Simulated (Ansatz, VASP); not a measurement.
## TePb: VASP beside Ansatz

```
CELL_PARAMETERS angstrom
3.92128 0.00000 0.00000
0.00000 3.92128 0.00000
0.00000 0.00000 3.92128
ATOMIC_POSITIONS crystal
Te 0.50000 0.50000 0.50000
Pb 0.00000 0.00000 0.00000
```

Change from the starting cell: volume scaled by 0.9405.

Alike in both runs: task single point; functional PBE; k mesh 10 × 10 × 10; occupations fermi-dirac, width 0.08 eV; no spin polarisation.

```csv
,VASP,Ansatz
version,VASP 6.6.1,Ansatz 0.2.0
potentials or method,"VASP PAW PBE potentials, release 64 (Te, Pb_d), cutoff 520 eV","all-electron LAPW, scalar-relativistic"
```

|  | VASP | Ansatz | Ansatz less VASP |
| --- | --- | --- | --- |
| pressure (GPa) | 2.5 | 2.5 | +0.06 |

Ansatz ran all-electron here, and VASP with PAW potentials.

Neither program's run includes spin-orbit coupling.
